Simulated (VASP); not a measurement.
# Sc2Al (I4/mmm) in VASP: further runs

Sc2Al is run at these levels: r2SCAN; tasks: single point.

All numbers are computed with VASP 6.6.1; they aren't measurements. Logs are shortened: lines on timing, memory, paths and dates and some standing lists are left out, and cuts for length are marked.

## Step 1: The cell of the first run

It takes space group I4/mmm (No. 139, tetragonal). The conventional cell has a = 3.137 Å, b = 3.137 Å, c = 12.949 Å, α = 90.00°, β = 90.00°, γ = 90.00°. Sc (site symmetry 4mm) has 4 Al at 2.98 Å and 8 Sc at 3.14 to 3.34 Å within 3.9 Å. Within 3.9 Å of Al (site symmetry 4/mmm) lie 8 Sc at 2.98 Å and 4 Al at 3.14 Å.

## Step 2: Single point, r2SCAN

File POSCAR:

```
Sc2Al
1.0
   -1.5685631804      1.5685631804      6.4746144538
    1.5685631804     -1.5685631804      6.4746144538
    1.5685631804      1.5685631804     -6.4746144538
Sc Al
2 1
Direct
    0.6534938216      0.6534938216      0.0000000000
    0.3465061784      0.3465061784      0.0000000000
    0.0000000000      0.0000000000      0.0000000000
```

File INCAR.step1:

```
SYSTEM = Sc2Al
PREC     = Accurate       ! precision mode
ENCUT    = 520            ! plane-wave cutoff, eV
ISMEAR   = 0              ! smearing method
SIGMA    = 0.1            ! smearing width, eV
LREAL    = .FALSE.        ! projectors in reciprocal space
LASPH    = .TRUE.         ! aspherical terms in the spheres
NELM     = 80             ! most SCF steps
NBANDS   = 20             ! bands
GGA      = PE             ! functional
ALGO     = Normal         ! electronic algorithm
EDIFF    = 1E-4           ! SCF threshold, eV
LWAVE    = .TRUE.         ! write WAVECAR
LCHARG   = .FALSE.        ! write CHGCAR
```

File INCAR.step2:

```
SYSTEM = Sc2Al
PREC     = Accurate       ! precision mode
ENCUT    = 520            ! plane-wave cutoff, eV
EDIFF    = 1E-6           ! SCF threshold, eV
ISMEAR   = 0              ! smearing method
SIGMA    = 0.1            ! smearing width, eV
LREAL    = .FALSE.        ! projectors in reciprocal space
LASPH    = .TRUE.         ! aspherical terms in the spheres
NELM     = 80             ! most SCF steps
ALGO     = Normal         ! electronic algorithm
ISIF     = 2              ! what is computed and relaxed
LWAVE    = .FALSE.        ! write WAVECAR
LCHARG   = .FALSE.        ! write CHGCAR
METAGGA  = R2SCAN         ! meta-GGA
LMIXTAU  = .TRUE.       
NBANDS   = 20             ! bands
ISTART   = 1
```

File KPOINTS:

```
Automatic mesh
0
G
  6 6 6
  0 0 0
```

Potentials or basis: VASP PAW PBE potentials, release 64 (Sc_sv, Al).

Run with:

```console
$ cat potpaw_PBE.64/Sc_sv/POTCAR potpaw_PBE.64/Al/POTCAR > POTCAR
$ cp INCAR.step1 INCAR
$ mpirun -np 1 vasp_std > vasp.out
$ cp INCAR.step2 INCAR
$ mpirun -np 1 vasp_std > vasp.out
```

OUTCAR:

```text
SYSTEM = Sc2Al
   PREC = Accurate
   ENCUT = 520
   EDIFF = 1E-6
   ISMEAR = 0
   LREAL = .FALSE.
   LASPH = .TRUE.
   NELM = 80
   ISIF = 2
   METAGGA = R2SCAN
   ISTART = 1

 ion  position               nearest neighbor table
   1  0.653  0.653  0.000-   3 2.98   3 2.98   3 2.98   3 2.98   2 3.34   2 3.34   2 3.34   2 3.34

   2  0.347  0.347  0.000-   3 2.98   3 2.98   3 2.98   3 2.98   1 3.34   1 3.34   1 3.34   1 3.34

   3  0.000  0.000  0.000-   1 2.98   2 2.98   1 2.98   2 2.98   1 2.98   2 2.98   2 2.98   1 2.98

  LATTYP: Found a body centered tetragonal cell.
 ALAT       =     3.1371263608
 C/A-ratio  =     4.1277358379

  Lattice vectors:

 A1 = (  -1.5685631804,   1.5685631804,   6.4746144538)
 A2 = (   1.5685631804,  -1.5685631804,   6.4746144538)
 A3 = (   1.5685631804,   1.5685631804,  -6.4746144538)

Analysis of symmetry for initial positions (statically):
=====================================================================
 Subroutine PRICEL returns:
 Original cell was already a primitive cell.

 Routine SETGRP: Setting up the symmetry group for a
 body centered tetragonal supercell.

 Subroutine GETGRP returns: Found 16 space group operations
 (whereof 16 operations were pure point group operations)
 out of a pool of 16 trial point group operations.

The static configuration has the point symmetry D_4h.

Analysis of symmetry for dynamics (positions and initial velocities):
=====================================================================
 Subroutine PRICEL returns:
 Original cell was already a primitive cell.

 Routine SETGRP: Setting up the symmetry group for a
 body centered tetragonal supercell.

 Subroutine GETGRP returns: Found 16 space group operations
 (whereof 16 operations were pure point group operations)
 out of a pool of 16 trial point group operations.

The dynamic configuration has the point symmetry D_4h.

 Subroutine INISYM returns: Found 16 space group operations
 (whereof 16 operations are pure point group operations),
 and found     1 'primitive' translations

----------------------------------------------------------------------------------------

                                     Primitive cell

  volume of cell :      63.7203

  direct lattice vectors                    reciprocal lattice vectors
[... 80 lines left out ...]
   PREC   = accura    normal or accurate (medium, high low for compatibility)
   ISTART =      1    job   : 0-new  1-cont  2-samecut
   ICHARG =      0    charge: 1-file 2-atom 10-const
   ISPIN  =      1    spin polarized calculation?
   LNONCOLLINEAR =      F non collinear calculations
   LSORBIT =      F    spin-orbit coupling
   LASPH  =      T    aspherical Exc in radial PAW
   ENCUT  =  520.0 eV  38.22 Ry    6.18 a.u.  12.73 12.73 12.73*2*pi/ulx,y,z
   NELM   =     80;   NELMIN=  2; NELMDL=  0     # of ELM steps
   EDIFF  = 0.1E-05   stopping-criterion for ELM
   LREAL  =      F    real-space projection
   EDIFFG = 0.1E-04   stopping-criterion for IOM
   NSW    =      0    number of steps for IOM
   IBRION =     -1    ionic relax: 0-MD 1-quasi-New 2-CG
   NFREE  =      0    steps in history (QN), initial steepest desc. (CG)
   ISIF   =      2    stress and relaxation
   ISYM   =      2    0-nonsym 1-usesym 2-fastsym
   POTIM  = 0.5000    time-step for ionic-motion
   TEBEG  =    0.0;   TEEND  =   0.0 temperature during run
   PSTRESS=    0.0 pullay stress
   NELECT =      25.0000    total number of electrons
   NUPDOWN=      -1.0000    fix difference up-down
   EMIN   =  10.00;   EMAX   =-10.00  energy-range for DOS
   EFERMI =   0.00;   METHOD = LEGACY
   ISMEAR =     0;   SIGMA  =   0.10  broadening in eV -4-tet -1-fermi 0-gaus
   EFERMI_NEDOS =   21; number of points for ismear=-14 and -15
   IALGO  =     38    algorithm
   IMIX   =      4    mixing-type and parameters
     AMIX     =   0.40;   BMIX     =  1.00
     AMIX_MAG =   1.60;   BMIX_MAG =  1.00
  volume/ion in A,a.u.               =      21.24       143.34
  Fermi-wavevector in a.u.,A,eV,Ry     =   1.198475  2.264789 19.542613  1.436342
  Thomas-Fermi vector in A             =   2.334363
   LORBIT       =      0    0 simple, 1 ext, 2 COOP (PROOUT), +10 PAW based schemes
   METAGGA = R2SCAN    functional components
   LHFCALC =     F    Hartree Fock is set to
   AEXX    =    0.0000 exact exchange contribution
   IVDW    =     0    specifies the selected vdW correction
   LEPSILON=     F    determine dielectric tensor
   LRPA    =     F    only Hartree local field effects (RPA)
 non-spin polarized calculation
 Gauss-broadening in eV      SIGMA  =   0.10
  energy-cutoff  :      520.00
  volume of cell :       63.72
 maximum number of plane-waves:      1752
 NGX is ok and might be reduce to    54
   NGX = 25   NGY = 25   NGZ = 25

 number of electron      25.0000001 magnetization

 Free energy of the ion-electron system (eV)
  ---------------------------------------------------
  ext. energy  EPLUGINS =         0.00000000
  ---------------------------------------------------
  free energy    TOTEN  =       -30.44912692 eV

  energy without entropy =      -30.43129421  energy(sigma->0) =      -30.44021056

 E-fermi :   4.9780     XC(G=0): -10.8040

 val. band max:        4.9715259985   @ k =   0.1667   0.1667   0.0000
 cond. band min:       4.9864867955   @ k =  -0.3333   0.3333   0.3333
 fundamental gap:      0.0149607970
 Fermi energy:         4.9780218284

 k-point     1 :       0.0000    0.0000    0.0000
  band No.  band energies     occupation
      1     -46.5872      2.00000
      2     -46.5551      2.00000
      3     -24.3394      2.00000
      4     -24.1377      2.00000
      5     -24.1111      2.00000
      6     -24.1111      2.00000
[... 541 lines left out ...]
     19       8.4800      0.00000
     20       8.6403      0.00000

 [... further k-points ...]
[... 5 lines left out ...]
  --------------------------------------------------------------------------------------
  -------------------------------------------------------------------------------------
  Total        0.0434916      0.0434916      0.0949705      0.0000000      0.0000000      0.0000000
  in kB        1.0935483      1.0935483      2.3879282      0.0000000      0.0000000      0.0000000
  external PRESSURE =       1.5250082 kB  Pullay stress =       0.0000000 kB

 VOLUME and BASIS-vectors are now :
 -----------------------------------------------------------------------------
  energy-cutoff  :      520.00
  volume of cell :       63.72
      direct lattice vectors                 reciprocal lattice vectors
    -1.568563180  1.568563180  6.474614454     0.000000000  0.318763061  0.077224675
     1.568563180 -1.568563180  6.474614454     0.318763061  0.000000000  0.077224675
     1.568563180  1.568563180 -6.474614454     0.318763061  0.318763061  0.000000000

 POSITION                                       TOTAL-FORCE (eV/Angst)
 -----------------------------------------------------------------------------------
      0.00000      0.00000      8.46224         0.000000      0.000000      0.002947
      0.00000      0.00000      4.48699         0.000000      0.000000     -0.002947
      0.00000      0.00000      0.00000        -0.000000     -0.000000     -0.000000
 -----------------------------------------------------------------------------------
    total drift:                                0.000000     -0.000000      0.000000

  FREE ENERGIE OF THE ION-ELECTRON SYSTEM (eV)
  ---------------------------------------------------
  free  energy   TOTEN  =       -30.4491269185 eV

  energy  without entropy=      -30.4312942084  energy(sigma->0) =      -30.44021056
```

OSZICAR.step1:

```text
N       E                     dE             d eps       ncg     rms          rms(c)
DAV:   1     0.358486698789E+03    0.35849E+03   -0.11322E+04  1232   0.120E+03
DAV:   2     0.333073699912E+01   -0.35516E+03   -0.34896E+03  1496   0.519E+02
DAV:   3    -0.187495842969E+02   -0.22080E+02   -0.21171E+02  2020   0.148E+02
DAV:   4    -0.192266377327E+02   -0.47705E+00   -0.47447E+00  1944   0.191E+01
DAV:   5    -0.192329044199E+02   -0.62667E-02   -0.62631E-02  1996   0.277E+00    0.885E+00
DAV:   6    -0.173371001954E+02    0.18958E+01   -0.92477E+00  1716   0.240E+01    0.257E+00
DAV:   7    -0.171981409539E+02    0.13896E+00   -0.65298E-01  1904   0.803E+00    0.118E+00
DAV:   8    -0.171725969677E+02    0.25544E-01   -0.54397E-02  1760   0.192E+00    0.509E-01
DAV:   9    -0.171677702839E+02    0.48267E-02   -0.78897E-03  1764   0.111E+00    0.901E-02
DAV:  10    -0.171677804042E+02   -0.10120E-04   -0.49621E-04  1576   0.317E-01
   1 F= -.17167780E+02 E0= -.17159240E+02  d E =-.170816E-01
```

It took 4.9 min on 1 thread of Intel Xeon 6975P-C (Granite Rapids), shared host; peak memory 0.43 GiB.

What came out:

- Free energy: -30.4491 eV
- Pressure: 0.2 GPa

Forces in eV/Å, atoms in the order of the input:
```
Sc   0.000  0.000  0.003
Sc   0.000  0.000 -0.003
Al   0.000  0.000  0.000
```

Levels at points of the mesh, in eV from the Fermi level:
| k point | band 9 | band 10 | band 11 | band 12 | band 13 | band 14 | band 15 | band 16 |
| --- | --- | --- | --- | --- | --- | --- | --- | --- |
| (0.00, 0.00, 0.00) | -8.19 | -3.62 | -3.07 | -0.10 | 0.47 | 1.44 | 1.72 | 2.46 |
| (0.50, 0.00, 0.00) | -5.01 | -3.79 | -1.43 | -1.16 | -0.60 | 0.65 | 0.87 | 2.17 |
| (0.50, 0.50, 0.00) | -2.81 | -1.96 | -1.82 | -1.76 | -0.08 | 0.64 | 0.96 | 1.59 |
| (0.50, 0.50, 0.50) | -7.90 | -5.18 | -1.27 | -0.28 | 0.52 | 0.73 | 2.04 | 2.04 |

Caveat: the k points lie up to 0.47 Å⁻¹ apart; the PAW data sets were made with another functional, which shifts forces and pressure a little.

## Step 3: Single point, r2SCAN

This run uses another cell than the first one, of 21.87 Å³/atom, 1.030 times its volume.

File POSCAR:

```
Sc2Al
1.0
   -2.1544721589      2.1544721589      3.5335558802
    2.1544721589     -2.1544721589      3.5335558802
    2.1544721589      2.1544721589     -3.5335558802
Sc Al
2 1
Direct
    0.5930000000      0.5930000000      0.0000000000
    0.4070000000      0.4070000000      0.0000000000
    0.0000000000      0.0000000000      0.0000000000
```

File INCAR.step1:

```
PREC = Accurate ; ENCUT = 520
ISMEAR = 0 ; SIGMA = 0.1
LREAL = F ; LASPH = T
NELM = 60 ; NBANDS = 20
GGA = PE ; ALGO = Normal
EDIFF = 1E-4 ; LWAVE = T
LCHARG = F
```

File INCAR.step2:

```
PREC = Accurate ; ENCUT = 520
EDIFF = 1E-7 ; ISMEAR = 0
SIGMA = 0.1 ; LREAL = F
LASPH = T ; NELM = 60
ALGO = Normal ; ISIF = 2
LWAVE = F ; LCHARG = F
METAGGA = R2SCAN ; LMIXTAU = T
NBANDS = 20 ; ISTART = 1
```

File KPOINTS:

```
Automatic mesh
0
Gamma
  6 6 6
```

Potentials or basis: VASP PAW PBE potentials, release 64 (Sc_sv, Al).

Run with:

```console
$ cat potpaw_PBE.64/Sc_sv/POTCAR potpaw_PBE.64/Al/POTCAR > POTCAR
$ cp INCAR.step1 INCAR
$ mpirun -np 1 vasp_std > vasp.out
$ cp INCAR.step2 INCAR
$ mpirun -np 1 vasp_std > vasp.out
```

Wall time 79 s (1 thread of Intel Xeon 6975P-C (Granite Rapids), shared host); peak memory 0.23 GiB.

Results (log left out):

```yaml
Free_energy: 3.0551 eV
Pressure: 151.8 GPa
Largest_force: 148.222 eV/Å
```

Forces in eV/Å, atoms in the order of the input:
```
Sc     0.000    0.000  148.222
Sc     0.000    0.000 -148.222
Al     0.000    0.000    0.000
```

Stress tensor (GPa, compression positive):
```
-11.23   0.00   0.00
  0.00 -11.23   0.00
  0.00   0.00 477.72
```

Levels at points of the mesh, in eV from the Fermi level:
```tsv
k point	band 9	band 10	band 11	band 12	band 13	band 14	band 15	band 16	band 17	band 18
(0.00, 0.00, 0.00)	-6.56	-0.21	0.04	0.06	0.06	1.98	2.32	3.08	3.08	4.56
(0.50, 0.00, 0.00)	-4.61	-2.85	-1.02	-0.45	-0.17	0.06	1.31	4.01	5.45	5.80
(0.50, 0.50, 0.00)	-4.65	-2.27	-0.46	0.24	0.91	0.97	1.34	1.61	1.97	2.53
(0.50, 0.50, 0.50)	-5.46	-1.85	-1.15	-0.73	-0.73	0.56	2.01	2.01	5.29	6.19
```

Caveat: the PAW data sets were made with another functional, which shifts forces and pressure a little.
